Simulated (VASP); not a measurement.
# SiC (P6_3mc) in VASP: dielectric tensor with PBE

Aim: the dielectric tensor of SiC with PBE.

Program: VASP 6.6.1. These are calculated values, not measurements. Logs are shortened: lines on timing, memory, paths and dates and some standing lists are left out, and cuts for length are marked.

## 1. The cell of the first run

Symmetry: P6_3mc, No. 186, hexagonal system. The conventional cell has a = 3.078 Å, b = 3.078 Å, c = 10.077 Å, α = 90.00°, β = 90.00°, γ = 120.00°. Si (site symmetry 3m) has 4 C at 1.88 to 1.89 Å within 2.5 Å. Within 2.5 Å of Si (site symmetry 3m) lie 4 C at 1.89 Å. C (site symmetry 3m) has 4 Si at 1.89 Å within 2.5 Å. C (site symmetry 3m) has 4 Si at 1.88 to 1.89 Å within 2.5 Å.

## 2. Dielectric tensor, PBE

File INCAR:

```
SYSTEM = SiC
PREC = Accurate
ENCUT = 520
EDIFF = 1E-8
ISMEAR = 0
SIGMA = 0.01
LREAL = .FALSE.
LASPH = .TRUE.
NELM = 80
ALGO = Normal
ISIF = 2
LWAVE = .FALSE.
LCHARG = .FALSE.
GGA = PE
LEPSILON = .TRUE.
```

File KPOINTS:

```
Automatic mesh
0
G
  9 9 2
  0 0 0
```

File POSCAR:

```
SiC
1.0
    3.0775550333      0.0000000000      0.0000000000
   -1.5387775167      2.6652408404      0.0000000000
    0.0000000000      0.0000000000     10.0767227833
Si C
4 4
Direct
    0.0000000000      0.0000000000     -0.0001405665
    0.3333333333      0.6666666667      0.2499083816
    0.0000000000      0.0000000000      0.4998594335
    0.6666666667      0.3333333333      0.7499083816
    0.0000000000      0.0000000000      0.1872833959
    0.3333333333      0.6666666667      0.4379487892
    0.0000000000      0.0000000000      0.6872833959
    0.6666666667      0.3333333333      0.9379487892
```

Potentials or basis: VASP PAW PBE potentials, release 64 (Si, C).

The run is started by

```sh
$ cat potpaw_PBE.64/Si/POTCAR potpaw_PBE.64/C/POTCAR > POTCAR
$ mpirun -np 1 vasp_std > vasp.out
```

OUTCAR:

```text
SYSTEM = SiC
   PREC = Accurate
   ENCUT = 520
   EDIFF = 1E-8
   ISMEAR = 0
   LREAL = .FALSE.
   LASPH = .TRUE.
   NELM = 80
   ISIF = 2
   GGA = PE
   LEPSILON = .TRUE.

 ion  position               nearest neighbor table
   1  0.000  0.000  1.000-   8 1.88   8 1.88   8 1.88   5 1.89   4 3.08   4 3.08   4 3.08   2 3.08
                             2 3.08   2 3.08
   2  0.333  0.667  0.250-   5 1.89   5 1.89   5 1.89   6 1.89   3 3.08   3 3.08   3 3.08   1 3.08
                             1 3.08   1 3.08
   3  0.000  0.000  0.500-   6 1.88   6 1.88   6 1.88   7 1.89   2 3.08   2 3.08   2 3.08   4 3.08
                             4 3.08   4 3.08
   4  0.667  0.333  0.750-   7 1.89   7 1.89   7 1.89   8 1.89   1 3.08   1 3.08   1 3.08   3 3.08
                             3 3.08   3 3.08
   5  0.000  0.000  0.187-   2 1.89   2 1.89   2 1.89   1 1.89
   6  0.333  0.667  0.438-   3 1.88   3 1.88   3 1.88   2 1.89
   7  0.000  0.000  0.687-   4 1.89   4 1.89   4 1.89   3 1.89
   8  0.667  0.333  0.938-   1 1.88   1 1.88   1 1.88   4 1.89

  LATTYP: Found a hexagonal cell.
 ALAT       =     3.0775550333
 C/A-ratio  =     3.2742624175

  Lattice vectors:

 A1 = (   3.0775550333,   0.0000000000,   0.0000000000)
 A2 = (  -1.5387775167,   2.6652408404,   0.0000000000)
 A3 = (   0.0000000000,   0.0000000000,  10.0767227833)

Analysis of symmetry for initial positions (statically):
=====================================================================
 Subroutine PRICEL returns:
 Original cell was already a primitive cell.

 Routine SETGRP: Setting up the symmetry group for a
 hexagonal supercell.

 Subroutine GETGRP returns: Found 12 space group operations
 (whereof  6 operations were pure point group operations)
 out of a pool of 24 trial point group operations.

The static configuration has the point symmetry C_3v.
 The point group associated with its full space group is C_6v.

Analysis of symmetry for dynamics (positions and initial velocities):
=====================================================================
 Subroutine PRICEL returns:
 Original cell was already a primitive cell.

 Routine SETGRP: Setting up the symmetry group for a
 hexagonal supercell.

 Subroutine GETGRP returns: Found 12 space group operations
 (whereof  6 operations were pure point group operations)
 out of a pool of 24 trial point group operations.

The dynamic configuration has the point symmetry C_3v.
[... 770 lines left out ...]

  energy  without entropy=      -60.2333792684  energy(sigma->0) =      -60.23337927

 HEAD OF MICROSCOPIC STATIC DIELECTRIC TENSOR (INDEPENDENT PARTICLE, excluding Hartree and local field effects)
 ------------------------------------------------------
           7.274689    -0.000000     0.000000
          -0.000000     7.274689     0.000000
          -0.000000     0.000000     7.551449
 ------------------------------------------------------

 Free energy of the ion-electron system (eV)
  ---------------------------------------------------
  ---------------------------------------------------
  free energy    TOTEN  =        -1.48285396 eV

  energy without entropy =       -1.48285396

------------------------ aborting loop because EDIFF is reached ----------------------------------------

--------------------------------------- Ionic step        2  -------------------------------------------

------------------------ aborting loop because EDIFF is reached ----------------------------------------

--------------------------------------- Ionic step        3  -------------------------------------------

 Free energy of the ion-electron system (eV)
  ---------------------------------------------------
  ---------------------------------------------------
  free energy    TOTEN  =        -1.54907598 eV

  energy without entropy =       -1.54907598

------------------------ aborting loop because EDIFF is reached ----------------------------------------

 PIEZOELECTRIC TENSOR FIELD DIRECTION 3  (e Angst)
 -----------------------------------------------------------------------------
     2.69010 -0.00000  0.00000           (  0.12174 -0.00000  0.00000)
    -0.00000  2.69010  0.00000           ( -0.00000  0.12174  0.00000)
     0.00000 -0.00000 -5.04091           (  0.00000  0.00000 -0.23925)

 PIEZOELECTRIC TENSOR FIELD DIRECTION 3  (C/m^2)
 -----------------------------------------------------------------------------
     0.52146 -0.00000  0.00000
    -0.00000  0.52146  0.00000
     0.00000 -0.00000 -0.97714

 MACROSCOPIC STATIC DIELECTRIC TENSOR (including local field effects in DFT)
 ------------------------------------------------------
           7.036917    -0.000000     0.000000
          -0.000000     7.036917     0.000000
          -0.000000     0.000000     7.321971
 ------------------------------------------------------

 PIEZOELECTRIC TENSOR (including local field effects)  for field in x, y, z        (e  Angst)
          XX          YY          ZZ          XY          YZ          ZX
  --------------------------------------------------------------------------------
  x     0.00000     0.00000     0.00000     0.00000    -0.00000     3.01856
  y    -0.00000    -0.00000     0.00000     0.00000     3.01856    -0.00000
  z     2.69010     2.69010    -5.04091    -0.00000     0.00000     0.00000

 PIEZOELECTRIC TENSOR (including local field effects)  for field in x, y, z        (C/m^2)
          XX          YY          ZZ          XY          YZ          ZX
  --------------------------------------------------------------------------------
  x     0.00000     0.00000     0.00000     0.00000    -0.00000     0.58512
  y    -0.00000    -0.00000     0.00000     0.00000     0.58512    -0.00000
  z     0.52146     0.52146    -0.97714    -0.00000     0.00000     0.00000

 BORN EFFECTIVE CHARGES (including local field effects) (in |e|, cummulative output)
 ---------------------------------------------------------------------------------
 ion    1
    1     2.68177    -0.00000     0.00000
    2    -0.00000     2.68177    -0.00000
    3    -0.00000     0.00000     2.91129
 ion    2
    1     2.67308    -0.00000     0.00000
    2    -0.00000     2.67308    -0.00000
    3    -0.00000    -0.00000     2.63409
 ion    3
    1     2.68177    -0.00000     0.00000
    2    -0.00000     2.68177     0.00000
    3    -0.00000     0.00000     2.91129
 ion    4
    1     2.67308    -0.00000    -0.00000
    2    -0.00000     2.67308     0.00000
    3     0.00000    -0.00000     2.63409
 ion    5
    1    -2.65476     0.00000     0.00000
    2     0.00000    -2.65476     0.00000
    3     0.00000     0.00000    -2.81046
 ion    6
    1    -2.70010     0.00000    -0.00000
    2     0.00000    -2.70010     0.00000
    3     0.00000     0.00000    -2.73492
 ion    7
    1    -2.65476     0.00000     0.00000
    2     0.00000    -2.65476     0.00000
    3     0.00000    -0.00000    -2.81046
 ion    8
    1    -2.70010     0.00000     0.00000
    2     0.00000    -2.70010    -0.00000
    3     0.00000    -0.00000    -2.73492
```

OSZICAR:

```text
N       E                     dE             d eps       ncg     rms          rms(c)
DAV:   1     0.956015839336E+02    0.95602E+02   -0.14889E+04  1008   0.136E+03
DAV:   2    -0.600144408187E+02   -0.15562E+03   -0.14602E+03  1389   0.227E+02
[... 13 lines left out ...]
RMM:   8    -0.154906630018E+01   -0.30020E-03   -0.16104E-06  1786   0.639E-03    0.439E-04
RMM:   9    -0.154907246063E+01   -0.61604E-05   -0.61451E-07  1812   0.114E-03    0.233E-04
RMM:  10    -0.154907654159E+01   -0.40810E-05   -0.47747E-07  1816   0.580E-04    0.756E-05
RMM:  11    -0.154907551415E+01    0.10274E-05   -0.32766E-07  1736   0.385E-04    0.440E-05
RMM:  12    -0.154907583889E+01   -0.32474E-06   -0.25961E-07  1251   0.273E-04    0.187E-05
RMM:  13    -0.154907597637E+01   -0.13748E-06   -0.31456E-07  1418   0.282E-04    0.981E-06
```

It took 6.2 min on 1 thread of Intel Xeon 6975P-C, shared host; peak memory 0.37 GiB.

Results:

- Band gap on the k mesh: 2.34 eV, indirect (least direct gap 3.43 eV)
- Electronic dielectric tensor (diagonal): 7.04, 7.04, 7.32
- Born charges (mean of the diagonal): Si +2.76, +2.66; C -2.71 e

Levels at points of the mesh, in eV from the valence-band top:
| k point | band 13 | band 14 | band 15 | band 16 | band 17 | band 18 | band 19 | band 20 |
| --- | --- | --- | --- | --- | --- | --- | --- | --- |
| (0.00, 0.00, 0.00) | -0.58 | -0.05 | 0.00 | 0.00 | 5.10 | 5.68 | 6.30 | 6.32 |
| (0.00, 0.00, 0.50) | -0.21 | -0.21 | -0.21 | -0.21 | 5.31 | 5.31 | 6.77 | 6.77 |

Electronic dielectric tensor:
```
7.04 0.00 0.00
0.00 7.04 0.00
0.00 0.00 7.32
```

Born effective charge tensors (e):
atom 1, Si
```
2.68 0.00 0.00
0.00 2.68 0.00
0.00 0.00 2.91
```
atom 2, Si
```
2.67 0.00 0.00
0.00 2.67 0.00
0.00 0.00 2.63
```
atom 3, Si
```
2.68 0.00 0.00
0.00 2.68 0.00
0.00 0.00 2.91
```
atom 4, Si
```
2.67 0.00 0.00
0.00 2.67 0.00
0.00 0.00 2.63
```
atom 5, C
```
-2.65  0.00  0.00
 0.00 -2.65  0.00
 0.00  0.00 -2.81
```
atom 6, C
```
-2.70  0.00  0.00
 0.00 -2.70  0.00
 0.00  0.00 -2.73
```
atom 7, C
```
-2.65  0.00  0.00
 0.00 -2.65  0.00
 0.00  0.00 -2.81
```
atom 8, C
```
-2.70  0.00  0.00
 0.00 -2.70  0.00
 0.00  0.00 -2.73
```

A k mesh can miss the band edges. Expect the measured gap to be larger: semilocal functionals such as PBE lack the derivative discontinuity.
